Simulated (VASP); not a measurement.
TaAl5B, 14 atoms in the cell. The structure is trigonal, space group P-3m1 (No. 164). Conventional cell: a = 2.959 Å, b = 2.959 Å, c = 28.654 Å, α = 90.00°, β = 90.00°, γ = 120.00°. Within 3.2 Å of Ta (site symmetry 3m) lie 6 B at 2.43 to 2.44 Å and 3 Al at 2.82 Å and 6 Ta at 2.96 Å. Al (site symmetry 3m) has 12 Al at 2.84 to 2.96 Å within 3.7 Å. Al (site symmetry 3m) has 12 Al at 2.84 to 2.96 Å within 3.7 Å. Within 3.8 Å of Al (site symmetry 3m) lie 12 Al at 2.87 to 2.96 Å. Al (site symmetry 3m) has 12 Al at 2.87 to 2.96 Å within 3.8 Å. Within 3.7 Å of Al (site symmetry 3m) lie 3 Ta at 2.82 Å and 9 Al at 2.86 to 2.96 Å. Within 2.3 Å of B (site symmetry 3m) lie 3 B at 1.71 Å. 

```yaml
Program: VASP 6.6.1
Task: single point
Functional: PBE
Potentials_or_basis: VASP PAW PBE potentials, release 64 (Ta_pv, Al, B)
Cutoff: 520 eV
k_mesh: 6 × 6 × 1
Occupations: gaussian, width 0.2 eV
Spin: no spin polarisation
Dipole_correction: no
Further_INCAR_settings: ALGO = Fast; EDIFF = 1e-06; NBANDS = 42
```

Potentials or basis: VASP PAW PBE potentials, release 64 (Ta_pv, Al, B).

Run with:

```console
$ cat potpaw_PBE.64/Ta_pv/POTCAR potpaw_PBE.64/Al/POTCAR potpaw_PBE.64/B/POTCAR > POTCAR
$ mpirun -np 1 vasp_std > vasp.out
```

Hardware: 1 thread of Intel(R) Xeon(R) Platinum 8488C (Sapphire Rapids), with other jobs on the host.

Problem. Estimate the wall time of this run.

Solution. It took 110 s on 1 thread of Intel(R) Xeon(R) Platinum 8488C (Sapphire Rapids), with other jobs on the host, peak memory 0.37 GiB. Counts: scf iterations 19, k points 7.
